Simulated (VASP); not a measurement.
**Re: single point with PBE**

Crystal: Re.

```
CELL_PARAMETERS angstrom
0.00000 1.95764 1.95764
1.95764 0.00000 1.95764
1.95764 1.95764 0.00000
ATOMIC_POSITIONS crystal
Re 0.00000 0.00000 0.00000
```

| Quantity | Value |
| --- | --- |
| Program | VASP 6.6.1 |
| Task | single point |
| Functional | PBE |
| Potentials or basis | VASP PAW PBE potentials, release 64 (Re) |
| Cutoff | 520 eV |
| k mesh | 24 × 24 × 24 |
| Occupations | gaussian, width 0.1 eV |
| Spin | no spin polarisation |
| Dipole correction | no |
| Further INCAR settings | ALGO = Normal; EDIFF = 1e-06; NBANDS = 10 |

```yaml
Pressure: -0.6 GPa
```

Levels at points of the mesh, in eV from the Fermi level:
```csv
k point,band 2,band 3,band 4,band 5,band 6,band 7
"(0.00, 0.00, 0.00)",-1.86,-1.86,-1.86,1.23,1.23,13.90
"(0.50, 0.00, 0.00)",-2.06,-2.06,0.19,3.71,3.71,9.69
"(0.50, 0.50, 0.00)",-5.80,2.72,3.66,4.43,4.43,12.13
```

It took 20 s on 1 thread of Intel(R) Xeon(R) 6975P-C (Granite Rapids) (shared host), peak memory 0.19 GiB.

Caveat: spin-orbit coupling is left out, which moves the levels of the heavy elements.
